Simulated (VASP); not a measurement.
Write the native input for VASP 6.6.1 that does the following.

```yaml
Task: relaxation of cell and atoms
Functional: PBE
Potentials_or_basis: VASP PAW PBE potentials, release 64 (S)
Cutoff: 600 eV
k_mesh: 15 × 15 × 8
Occupations: fermi-dirac, width 0.08 eV
Spin: no spin polarisation
Target_pressure: 2.3 GPa
Dipole_correction: no
Further_INCAR_settings: ALGO = Normal; EDIFF = 1e-06; IBRION = 2; EDIFFG = -0.005; NSW = 60; ISIF = 3
```

The structure of S lies in POSCAR:

```
S
1.0
    2.8036064408      0.0000000000      0.0000000000
   -1.4018032204      2.4279944000      0.0000000000
    0.0000000000      0.0000000000      4.5418424341
S
2
Direct
    0.3333333333      0.6666666667      0.2500000000
    0.6666666667      0.3333333333      0.7500000000
```

This isn't the form of S at room conditions, which is orthorhombic, of S8 rings.

These files were run (other wordings do the same):

INCAR

```
SYSTEM = S
  PREC = Accurate
  ENCUT = 600
  EDIFF = 1E-6
  ISMEAR = -1
  SIGMA = 0.08
  LREAL = .False.
  LASPH = .True.
  NELM = 60
  ALGO = Normal
  ISIF = 3
  LWAVE = .False.
  LCHARG = .False.
  GGA = PE
  IBRION = 2
  NSW = 60
  EDIFFG = -0.005
  PSTRESS = 23.0
```

KPOINTS

```
regular mesh
0
Gamma
  15 15 8
  0 0 0
```

Potentials or basis: VASP PAW PBE potentials, release 64 (S).

Launch:

```bash
$ cat potpaw_PBE.64/S/POTCAR > POTCAR
$ mpirun -np 1 vasp_std > vasp.out
```

It gave:

```json
{"Relaxed volume": "16.48 Å³/atom", "Relaxed cell": "a = 3.298 Å, b = 3.298 Å, c = 3.501 Å, α = 90.00°, β = 90.00°, γ = 120.00°", "Space group after relaxing (to 0.1 Å)": "P6_3/mmc (No. 194)", "Energy change on relaxing (the run minimises the enthalpy)": "-436.7 meV/atom", "Ionic steps": "16", "Pressure after relaxing": "2.3 GPa", "Band gap on the k mesh": "zero (bands 6 and 7 overlap by 2.30 eV)"}
```

Caveat: the cell is relaxed towards a set pressure, so the run minimises the enthalpy, not the energy; a cell axis changed by over 15 % at a fixed basis, so the end point is rough.

It took 5.3 min on 1 thread of AMD EPYC 7R43 64-Core Processor (Zen 3), on a shared host, peak memory 0.15 GiB.
